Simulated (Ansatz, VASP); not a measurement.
LaNb2N2 in VASP and in Ansatz

```xyz
5
Lattice="3.8056 0.0000 0.0000 -1.9028 3.2958 0.0000 0.0000 0.0000 6.6531" Properties=species:S:1:pos:R:3 pbc="T T T"
La    0.0000    0.0000    3.3266
Nb    0.0000    2.1972    0.0000
Nb    1.9028    1.0986    0.0000
N     0.0000    0.0000    5.8535
N     0.0000    0.0000    0.7996
```

Alike in both runs: task single point; functional PBE; k mesh 6 × 6 × 4; occupations gaussian, width 0.1 eV; no spin polarisation.

|  | VASP | Ansatz |
| --- | --- | --- |
| version | VASP 6.6.1 | Ansatz 0.2.0 |
| potentials or method | VASP PAW PBE potentials, release 64 (La, Nb_sv, N), cutoff 520 eV | scalar-relativistic, plane waves, PAW |
| valence electrons in the cell | 47 | 47 |

|  | VASP | Ansatz | Ansatz less VASP |
| --- | --- | --- | --- |
| gap on the k mesh at the Fermi level (eV) | none | none | - |
| rms of the force components (eV/Å) | 0.314 | 0.332 | +0.0178 |

Atom by atom the forces differ by 0.018 eV/Å (rms over components). A gap of «none» marks a metal or a gap that the smearing closes.

Spin-orbit coupling is off throughout.
